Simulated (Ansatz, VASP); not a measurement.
## One calculation of Ti2O, two programs

POSCAR

```
Ti2O
1.0
    2.9193980238      0.0000000000      0.0000000000
   -1.4596990119      2.5282728524      0.0000000000
    0.0000000000      0.0000000000      4.7130000000
Ti O
2 1
Direct
    0.6666666667      0.3333333333      0.2787400000
    0.3333333333      0.6666666667      0.7212600000
    0.0000000000      0.0000000000      0.0000000000
```

INCAR.step1

```
  PREC = Accurate
  ENCUT = 660
  ISMEAR = 0
  SIGMA = 0.1
  LREAL = F
  LASPH = T
  NELM = 120
  NBANDS = 22
  GGA = PE
  ALGO = Normal
  EDIFF = 1E-5
  LWAVE = T
  LCHARG = F
  GGA_COMPAT = F
```

INCAR.step2

```
  PREC = Accurate
  ENCUT = 660
  EDIFF = 1E-6
  ISMEAR = 0
  SIGMA = 0.1
  LREAL = F
  LASPH = T
  NELM = 120
  ALGO = Normal
  ISIF = 2
  LWAVE = F
  LCHARG = F
  METAGGA = R2SCAN
  LMIXTAU = T
  NBANDS = 22
  ISTART = 1
  GGA_COMPAT = F
```

File KPOINTS:

```
regular mesh
0
Gamma
  6 6 2
```

Input for Ansatz:

```yaml
crystal:
  lattice:
    - [2.9193980238, 0.0, 0.0]
    - [-1.4596990119, 2.5282728524, 0.0]
    - [0.0, 0.0, 4.713]
  atoms:
    - { symbol: Ti, position: [0.6666666667, 0.3333333333, 0.27874] }
    - { symbol: Ti, position: [0.3333333333, 0.6666666667, 0.72126] }
    - { symbol: O, position: [0.0, 0.0, 0.0] }
basis:
  ecutwfc: 500
kpoints:
  mp_grid: { grid: [6, 6, 2] }
hamiltonian:
  xc: r2scan
scf:
  occupations: { method: gaussian, width: 0.1 }
output:
  forces: true
  stress: true
  eigenvalues: true
```

Alike in both runs: task single point; functional r2SCAN; k mesh 6 × 6 × 2; occupations gaussian, width 0.1 eV; no spin polarisation.

|  | VASP | Ansatz |
| --- | --- | --- |
| version | VASP 6.6.1 | Ansatz 0.2.0 |
| potentials or method | VASP PAW PBE potentials, release 64 (Ti_sv, O), cutoff 660 eV | scalar-relativistic, plane waves, PAW |
| valence electrons in the cell | 30 | 30 |

```tsv
	VASP	Ansatz	Ansatz less VASP
gap on the k mesh at the Fermi level (eV)	none	none	-
pressure (GPa)	9.7	8.7	-1.02
traceless stress, the component that is largest in VASP (GPa)	5.83	5.78	-0.058
rms of the force components (eV/Å)	0.467	0.489	+0.0212
```

VASP's potentials were made for PBE, not for r2SCAN. Atom by atom the forces differ by 0.021 eV/Å (rms over components). A gap of «none» marks a metal or a gap that the smearing closes.

The k mesh is coarse, so the values compare programs but aren't converged.
